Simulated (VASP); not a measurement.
# H2PbO2 (P4_2/mnm) in VASP: single point with PBE+D3(BJ)

Aim: the single point of H2PbO2 with PBE+D3(BJ).

Everything below comes from runs of VASP 6.6.1. Logs are shortened: lines on timing, memory, paths and dates and some standing lists are left out, and cuts for length are marked.

## 1. The cell of the first run

The structure is tetragonal, space group P4_2/mnm (No. 136). The conventional cell has a = 5.555 Å, b = 5.555 Å, c = 3.214 Å, α = 90.00°, β = 90.00°, γ = 90.00°. Pb (site symmetry mmm) has 6 O at 2.29 to 2.30 Å and 8 H at 2.89 Å within 3.0 Å. O (site symmetry m2m) has 4 H at 2.15 Å and 3 Pb at 2.29 to 2.30 Å within 2.8 Å. H (site symmetry -4) has 2 H at 1.61 Å and 4 O at 2.15 Å within 2.2 Å.

## 2. Single point, PBE+D3(BJ)

INCAR

```
SYSTEM = H2PbO2
  PREC = Accurate
  ENCUT = 520
  EDIFF = 1E-6
  ISMEAR = 0
  SIGMA = 0.1
  LREAL = .False.
  LASPH = .True.
  NELM = 60
  ALGO = Normal
  ISIF = 2
  LWAVE = .False.
  LCHARG = .False.
  GGA = PE
  IVDW = 12
  NBANDS = 39
```

KPOINTS

```
regular mesh
0
Gamma
  6 6 10
  0 0 0
```

POSCAR

```
H2PbO2
1.0
    5.5548918803      0.0000000000      0.0000000000
    0.0000000000      5.5548918803      0.0000000000
    0.0000000000      0.0000000000      3.2141389927
Pb O H
2 4 4
Direct
    0.0000000000      1.0000000000      0.0000000000
    0.5000000000      0.5000000000      0.5000000000
    0.2922750528      0.2922750528      0.0000000000
    0.2077249472      0.7922750528      0.5000000000
    0.7077249472      0.7077249472      0.0000000000
    0.7922750528      0.2077249472      0.5000000000
    0.0000000000      0.5000000000      0.2500000000
    0.0000000000      0.5000000000      0.7500000000
    0.5000000000      0.0000000000      0.2500000000
    0.5000000000      0.0000000000      0.7500000000
```

Potentials or basis: VASP PAW PBE potentials, release 64 (Pb_d, O, H).

Command:

```console
> cat potpaw_PBE.64/Pb_d/POTCAR potpaw_PBE.64/O/POTCAR potpaw_PBE.64/H/POTCAR > POTCAR
> mpirun -np 1 vasp_std > vasp.out
```

OUTCAR:

```text
SYSTEM = H2PbO2
   PREC = Accurate
   ENCUT = 520
   EDIFF = 1E-6
   ISMEAR = 0
   LREAL = .False.
   LASPH = .True.
   NELM = 60
   ISIF = 2
   GGA = PE
   IVDW = 12
 IVDW          = 12

 ion  position               nearest neighbor table
   1  0.000  0.000  0.000-   4 2.29   6 2.29   4 2.29   6 2.29   5 2.30   3 2.30
   2  0.500  0.500  0.500-   3 2.29   5 2.29   3 2.29   5 2.29   4 2.30   6 2.30
   3  0.292  0.292  0.000-   2 2.29   2 2.29   1 2.30
   4  0.208  0.792  0.500-   1 2.29   1 2.29   2 2.30
   5  0.708  0.708  0.000-   2 2.29   2 2.29   1 2.30
   6  0.792  0.208  0.500-   1 2.29   1 2.29   2 2.30
   7  0.000  0.500  0.250-
   8  0.000  0.500  0.750-
   9  0.500  0.000  0.250-
  10  0.500  0.000  0.750-

  LATTYP: Found a simple tetragonal cell.
 ALAT       =     5.5548918803
 C/A-ratio  =     0.5786141408

  Lattice vectors:

 A1 = (   5.5548918803,   0.0000000000,   0.0000000000)
 A2 = (   0.0000000000,   5.5548918803,   0.0000000000)
 A3 = (   0.0000000000,   0.0000000000,   3.2141389927)

Analysis of symmetry for initial positions (statically):
=====================================================================
 Subroutine PRICEL returns:
 Original cell was already a primitive cell.

 Routine SETGRP: Setting up the symmetry group for a
 simple tetragonal supercell.

 Subroutine GETGRP returns: Found 16 space group operations
 (whereof  8 operations were pure point group operations)
 out of a pool of 16 trial point group operations.

The static configuration has the point symmetry D_2h.
 The point group associated with its full space group is D_4h.

Analysis of symmetry for dynamics (positions and initial velocities):
=====================================================================
 Subroutine PRICEL returns:
 Original cell was already a primitive cell.

 Routine SETGRP: Setting up the symmetry group for a
 simple tetragonal supercell.

 Subroutine GETGRP returns: Found 16 space group operations
 (whereof  8 operations were pure point group operations)
 out of a pool of 16 trial point group operations.

The dynamic configuration has the point symmetry D_2h.
 The point group associated with its full space group is D_4h.

 Subroutine INISYM returns: Found 16 space group operations
 (whereof  8 operations are pure point group operations),
 and found     1 'primitive' translations

----------------------------------------------------------------------------------------

                                     Primitive cell

  volume of cell :      99.1781

  direct lattice vectors                    reciprocal lattice vectors
     5.554891880  0.000000000  0.000000000     0.180021506  0.000000000  0.000000000
     0.000000000  5.554891880  0.000000000     0.000000000  0.180021506  0.000000000
     0.000000000  0.000000000  3.214138993     0.000000000  0.000000000  0.311125313

  length of vectors
     5.554891880  5.554891880  3.214138993     0.180021506  0.180021506  0.311125313

  position of ions in fractional coordinates (direct lattice)
     0.000000000  0.000000000  0.000000000
     0.500000000  0.500000000  0.500000000
     0.292275053  0.292275053  0.000000000
     0.207724947  0.792275053  0.500000000
     0.707724947  0.707724947  0.000000000
     0.792275053  0.207724947  0.500000000
     0.000000000  0.500000000  0.250000000
     0.000000000  0.500000000  0.750000000
     0.500000000  0.000000000  0.250000000
     0.500000000  0.000000000  0.750000000

  ion indices of the primitive-cell ions
   primitive index   ion index
                 1           1
                 2           2
                 3           3
                 4           4
                 5           5
                 6           6
                 7           7
                 8           8
                 9           9
                10          10

----------------------------------------------------------------------------------------

 KPOINTS: regular mesh

Automatic generation of k-mesh.
 Grid dimensions read from file:
 generate k-points for:    6    6   10

 Generating k-lattice:

  Cartesian coordinates                     Fractional coordinates (reciprocal lattice)
     0.030003584  0.000000000  0.000000000     0.166666667  0.000000000  0.000000000
     0.000000000  0.030003584  0.000000000     0.000000000  0.166666667  0.000000000
     0.000000000  0.000000000  0.031112531     0.000000000  0.000000000  0.100000000

  Length of vectors
     0.030003584  0.030003584  0.031112531

  Shift w.r.t. Gamma in fractional coordinates (k-lattice)
     0.000000000  0.000000000  0.000000000

 Subroutine IBZKPT returns following result:
 ===========================================

 Found     60 irreducible k-points:

 Following reciprocal coordinates:
            Coordinates               Weight
  0.000000  0.000000  0.000000      1.000000
  0.166667  0.000000  0.000000      4.000000
  0.333333  0.000000  0.000000      4.000000
  0.500000  0.000000  0.000000      2.000000
  0.166667  0.166667  0.000000      4.000000
  0.333333  0.166667  0.000000      8.000000
[... 16 lines left out ...]
  0.333333  0.000000  0.200000      8.000000
  0.500000  0.000000  0.200000      4.000000
 [... further k-points ...]
   k-points           NKPTS =     60   k-points in BZ     NKDIM =     60   number of bands    NBANDS=     39
   number of dos      NEDOS =    301   number of ions     NIONS =     10
   total plane-waves  NPLWV =  42336
   dimension x,y,z NGX =    42 NGY =   42 NGZ =   24
   dimension x,y,z NGXF=    84 NGYF=   84 NGZF=   48
   ions per type =               2   4   4
   NGX,Y,Z   is equivalent  to a cutoff of  12.57, 12.57, 12.41 a.u.
   NGXF,Y,Z  is equivalent  to a cutoff of  25.14, 25.14, 24.83 a.u.
 SYSTEM =  H2PbO2
   PREC   = accura    normal or accurate (medium, high low for compatibility)
   ISTART =      0    job   : 0-new  1-cont  2-samecut
   ICHARG =      2    charge: 1-file 2-atom 10-const
   ISPIN  =      1    spin polarized calculation?
   LNONCOLLINEAR =      F non collinear calculations
   LSORBIT =      F    spin-orbit coupling
   LASPH  =      T    aspherical Exc in radial PAW
   ENCUT  =  520.0 eV  38.22 Ry    6.18 a.u.  10.33 10.33  5.98*2*pi/ulx,y,z
   NELM   =     60;   NELMIN=  2; NELMDL= -5     # of ELM steps
   EDIFF  = 0.1E-05   stopping-criterion for ELM
   LREAL  =      F    real-space projection
   EDIFFG = 0.1E-04   stopping-criterion for IOM
   NSW    =      0    number of steps for IOM
   IBRION =     -1    ionic relax: 0-MD 1-quasi-New 2-CG
   NFREE  =      0    steps in history (QN), initial steepest desc. (CG)
   ISIF   =      2    stress and relaxation
   ISYM   =      2    0-nonsym 1-usesym 2-fastsym
   POTIM  = 0.5000    time-step for ionic-motion
   TEBEG  =    0.0;   TEEND  =   0.0 temperature during run
   PSTRESS=    0.0 pullay stress
   NELECT =      56.0000    total number of electrons
   NUPDOWN=      -1.0000    fix difference up-down
   EMIN   =  10.00;   EMAX   =-10.00  energy-range for DOS
   EFERMI =   0.00;   METHOD = LEGACY
   ISMEAR =     0;   SIGMA  =   0.10  broadening in eV -4-tet -1-fermi 0-gaus
   EFERMI_NEDOS =   21; number of points for ismear=-14 and -15
   IALGO  =     38    algorithm
   IMIX   =      4    mixing-type and parameters
     AMIX     =   0.40;   BMIX     =  1.00
     AMIX_MAG =   1.60;   BMIX_MAG =  1.00
  volume/ion in A,a.u.               =       9.92        66.93
  Fermi-wavevector in a.u.,A,eV,Ry     =   1.353107  2.557002 24.910896  1.830899
  Thomas-Fermi vector in A             =   2.480390
   LORBIT       =      0    0 simple, 1 ext, 2 COOP (PROOUT), +10 PAW based schemes
   GGA     = PE    functional components
   LHFCALC =     F    Hartree Fock is set to
   AEXX    =    0.0000 exact exchange contribution
   IVDW    =    12    specifies the selected vdW correction
   LEPSILON=     F    determine dielectric tensor
   LRPA    =     F    only Hartree local field effects (RPA)
 non-spin polarized calculation
 Gauss-broadening in eV      SIGMA  =   0.10
  energy-cutoff  :      520.00
  volume of cell :       99.18
 maximum number of plane-waves:      2700
 NGX is ok and might be reduce to    42
   NGX = 21   NGY = 21   NGZ = 11

 number of electron      55.9999995 magnetization

 Free energy of the ion-electron system (eV)
  ---------------------------------------------------
  ext. energy  EPLUGINS =         0.00000000
  ---------------------------------------------------
  free energy    TOTEN  =       -37.81848714 eV

  energy without entropy =      -37.80052566  energy(sigma->0) =      -37.80950640

 E-fermi :   5.2562     XC(G=0): -10.8336

 val. band max:        5.2492716313   @ k =   0.5000   0.3333   0.4000
 cond. band min:       5.2567860368   @ k =   0.5000   0.1667   0.1000
 fundamental gap:      0.0075144054
 Fermi energy:         5.2561692146

 k-point     1 :       0.0000    0.0000    0.0000
  band No.  band energies     occupation
      1     -13.9926      2.00000
      2     -13.8143      2.00000
      3     -12.8594      2.00000
      4     -12.8594      2.00000
      5     -11.7323      2.00000
      6     -11.5217      2.00000
[... 31 lines left out ...]
     38      14.1021      0.00000
     39      16.5501      0.00000

 k-point     2 :       0.1667    0.0000    0.0000
  band No.  band energies     occupation
      1     -13.9372      2.00000
      2     -13.7827      2.00000
      3     -12.9713      2.00000
      4     -12.9436      2.00000
      5     -11.6446      2.00000
      6     -11.5178      2.00000
[... 913 lines left out ...]
     38      13.1655      0.00000
     39      15.9228      0.00000

 k-point    24 :       0.5000    0.0000    0.2000
  band No.  band energies     occupation
      1     -13.5132      2.00000
      2     -13.5132      2.00000
      3     -13.3939      2.00000
      4     -13.3939      2.00000
      5     -11.3768      2.00000
      6     -11.3768      2.00000
[... 31 lines left out ...]
     38      13.0301      0.00000
     39      15.9051      0.00000

 [... further k-points ...]

------------------------ aborting loop because EDIFF is reached ----------------------------------------

 Edisp (eV)   -1.86788

 E8    (eV) :    -0.6997

  FORCE on cell =-STRESS in cart. coord.  units (eV):
  Direction    XX          YY          ZZ          XY          YZ          ZX
  --------------------------------------------------------------------------------------
  -------------------------------------------------------------------------------------
  Total       0.02555     0.02555     0.08288     0.00000     0.00000     0.00000
  in kB       0.41272     0.41272     1.33885     0.00000     0.00000     0.00000
  external pressure =        0.72 kB  Pullay stress =        0.00 kB

 VOLUME and BASIS-vectors are now :
 -----------------------------------------------------------------------------
  energy-cutoff  :      520.00
  volume of cell :       99.18
      direct lattice vectors                 reciprocal lattice vectors
     5.554891880  0.000000000  0.000000000     0.180021506  0.000000000  0.000000000
     0.000000000  5.554891880  0.000000000     0.000000000  0.180021506  0.000000000
     0.000000000  0.000000000  3.214138993     0.000000000  0.000000000  0.311125313

 POSITION                                       TOTAL-FORCE (eV/Angst)
 -----------------------------------------------------------------------------------
      0.00000      0.00000      0.00000         0.000000     -0.000000      0.000000
      2.77745      2.77745      1.60707         0.000000     -0.000000      0.000000
      1.62356      1.62356      0.00000        -0.012480     -0.012480     -0.000000
      1.15389      4.40100      1.60707         0.012480     -0.012480     -0.000000
      3.93134      3.93134      0.00000         0.012480      0.012480      0.000000
      4.40100      1.15389      1.60707        -0.012480      0.012480      0.000000
      0.00000      2.77745      0.80353         0.000000     -0.000000     -0.000000
      0.00000      2.77745      2.41060         0.000000     -0.000000     -0.000000
      2.77745      0.00000      0.80353         0.000000     -0.000000      0.000000
      2.77745      0.00000      2.41060         0.000000     -0.000000     -0.000000
 -----------------------------------------------------------------------------------
    total drift:                                0.000000     -0.000000     -0.000000

  FREE ENERGIE OF THE ION-ELECTRON SYSTEM (eV)
  ---------------------------------------------------
  free  energy   TOTEN  =       -39.6863625294 eV

  energy  without entropy=      -39.6684010486  energy(sigma->0) =      -39.67738179
```

Run time: 4.3 min. Hardware: 1 thread of Intel Xeon 8259CL, shared host; peak memory 0.33 GiB.

What came out:

```
Free energy                : -39.6864 eV
Pressure                   : 0.1 GPa
Largest force              : 0.018 eV/Å
Band gap on the k mesh     : zero (bands 28 and 29 overlap by 1.03 eV)
Dispersion energy per atom : -0.187 eV
```

Forces on the atoms (eV/Å):
```
Pb   0.000  0.000  0.000
Pb   0.000  0.000  0.000
O   -0.012 -0.012  0.000
O    0.012 -0.012  0.000
O    0.012  0.012  0.000
O   -0.012  0.012  0.000
H    0.000  0.000  0.000
H    0.000  0.000  0.000
H    0.000  0.000  0.000
H    0.000  0.000  0.000
```

Caveat: spin-orbit coupling is left out, which moves the levels of the heavy elements.
